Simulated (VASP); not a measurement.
Here is a VASP 6.6.1 calculation.

INCAR

```
SYSTEM = C
  ALGO = Normal
  EDIFF = 1E-6
  ENCUT = 520
  GGA = PE
  ISIF = 2
  ISMEAR = 0
  IVDW = 12
  LASPH = .True.
  LCHARG = .False.
  LREAL = .False.
  LWAVE = .False.
  NBANDS = 11
  NELM = 80
  PREC = Accurate
  SIGMA = 0.15
```

Contents of KPOINTS:

```
k-points
0
Gamma
  21 21 12
  0 0 0
```

Contents of POSCAR:

```
C
1.0
    2.5262765552      0.0000000000      0.0000000000
   -1.2631382776      2.1878196737      0.0000000000
    0.0000000000      0.0000000000      3.6612690175
C
2
Direct
    0.3333333333      0.6666666667      0.0000000000
    0.6666666667      0.3333333333      0.0000000000
```

Potentials or basis: VASP PAW PBE potentials, release 64 (C).

The run is started by

```console
$ cat potpaw_PBE.64/C/POTCAR > POTCAR
$ mpirun -np 1 vasp_std > vasp.out
```

Q: What does it give for the dispersion energy per atom?

A: -0.138 eV.

Q: What does it give for the pressure?

A: -17.2 GPa.

Q: Predict the band gap on the k mesh.

A: Zero (band 4 reaches 3.96 eV, above the bottom of band 5 at 3.15 eV).

Stress tensor (GPa, compression positive):
```
-25.55   0.00   0.00
  0.00 -25.55   0.00
  0.00   0.00  -0.45
```
